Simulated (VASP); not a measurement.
Runs of VASP 6.6.1 on KBr. The structure is that of space group Immm (No. 71), or close to it. The cells are those of the table. 

```csv
cell,gap on the mesh (eV),pressure (GPa)
"a = 4.831, b = 4.658, c = 4.658 Å, angles 57.5, 58.8, 58.8°, 2 atoms",4.35,0.9
"a = 4.860, b = 4.659, c = 4.659 Å, angles 57.1, 58.6, 58.6°, 2 atoms",4.32,0.9
"a = 4.423, b = 4.659, c = 4.659 Å, angles 63.3, 61.7, 61.7°, 2 atoms",(a),0.9
"a = 4.802, b = 4.657, c = 4.657 Å, angles 57.9, 59.0, 59.0°, 2 atoms",4.37,0.9
```

Alike in all rows: task single point; level PBE; potentials or basis VASP PAW PBE potentials, release 64 (K_sv, Br); no spin polarisation; k mesh 6 × 6 × 6; cutoff (eV) 520; smearing gaussian 0.05 eV.

Q: Fill in the values left out.

A: (a) 4.30.

A k mesh can miss the band edges, and the runs leave out spin-orbit coupling on Br.
